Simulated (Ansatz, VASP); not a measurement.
**Ca in VASP and in Ansatz**

File INCAR:

```
SYSTEM = Ca
PREC = Accurate
ENCUT = 520
EDIFF = 1E-6
ISMEAR = -1
SIGMA = 0.08
LREAL = .False.
LASPH = .True.
NELM = 80
ALGO = Normal
ISIF = 2
LWAVE = .False.
LCHARG = .False.
GGA = PE
NBANDS = 17
```

Contents of KPOINTS:

```
Automatic mesh
0
Gamma
  11 11 6
  0 0 0
```

Contents of POSCAR:

```
Ca
1.0
    4.0204066432      0.0000000000      0.0000000000
   -2.0102033216      3.4817742866      0.0000000000
    0.0000000000      0.0000000000      6.3896000000
Ca
2
Direct
    0.3333333333      0.6666666667      0.2500000000
    0.6666666667      0.3333333333      0.7500000000
```

Input for Ansatz:

```yaml
crystal:
  lattice:
    - [4.0204066432, 0.0, 0.0]
    - [-2.0102033216, 3.4817742866, 0.0]
    - [0.0, 0.0, 6.3896]
  atoms:
    - { symbol: Ca, position: [0.3333333333, 0.6666666667, 0.25] }
    - { symbol: Ca, position: [0.6666666667, 0.3333333333, 0.75] }
kpoints:
  mp_grid: { grid: [11, 11, 6] }
scf:
  occupations: { method: fermi_dirac, width: 0.08 }
hamiltonian:
  xc: pbe
  pseudopotentials: { kind: all_electron, lapw: { basis_error: 0.0005 } }
output:
  forces: true
  stress: true
  eigenvalues: true
```

Change from the starting cell: z stretched by -2 % at fixed volume.

Alike in both runs: task single point; functional PBE; k mesh 11 × 11 × 6; occupations fermi-dirac, width 0.08 eV; no spin polarisation.

|  | VASP | Ansatz |
| --- | --- | --- |
| version | VASP 6.6.1 | Ansatz 0.2.0 |
| potentials or method | VASP PAW PBE potentials, release 64 (Ca_sv), cutoff 520 eV | all-electron LAPW, scalar-relativistic |

```csv
,VASP,Ansatz,Ansatz less VASP
pressure (GPa),-0.8,-0.8,-0.01
"traceless stress, the component that is largest in VASP (GPa)",0.60,0.60,-0.002
```

Ansatz ran all-electron here, and VASP with PAW potentials.
